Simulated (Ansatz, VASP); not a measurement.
## One calculation of WSe2, two programs

```xyz
9
Lattice="3.2709 0.0000 0.0000 -1.6355 2.8327 0.0000 0.0000 0.0000 29.1848" Properties=species:S:1:pos:R:3 pbc="T T T"
W     1.6355    0.9442    0.0000
W     0.0000    1.8885   22.5729
W     0.0000    1.8885    6.6118
Se    0.0000    1.8885    1.5843
Se    1.6355    0.9442   24.2871
Se    1.6355    0.9442    8.3222
Se    0.0000    1.8885   27.6005
Se    1.6355    0.9442   20.8625
Se    1.6355    0.9442    4.8977
```

Change from the starting cell: mode 22 (247.1 1/cm) frozen in, largest displacement +0.090 Å.

Alike in both runs: task single point; functional PBEsol; k mesh 12 × 12 × 1; occupations gaussian, width 0.05 eV; no spin polarisation.

```csv
,VASP,Ansatz
version,VASP 6.6.1,Ansatz 0.2.0
potentials or method,"VASP PAW PBE potentials, release 64 (W_sv, Se), cutoff 520 eV","scalar-relativistic, plane waves, PAW"
valence electrons in the cell,78,138
```

|  | VASP | Ansatz | Ansatz less VASP |
| --- | --- | --- | --- |
| gap on the k mesh at the Fermi level (eV) | 1.06 | 1.07 | +0.012 |
| least direct gap on the mesh (eV) | 1.19 | 1.20 | +0.008 |
| rms of the force components (eV/Å) | 0.560 | 0.550 | -0.0103 |

VASP's potentials were made for PBE, not for PBEsol. Atom by atom the forces differ by 0.030 eV/Å (rms over components). VASP's potentials hold 78 valence electrons a cell and Ansatz's 138, so a difference there can come from the potentials and not from the codes.

Spin-orbit coupling is off throughout.
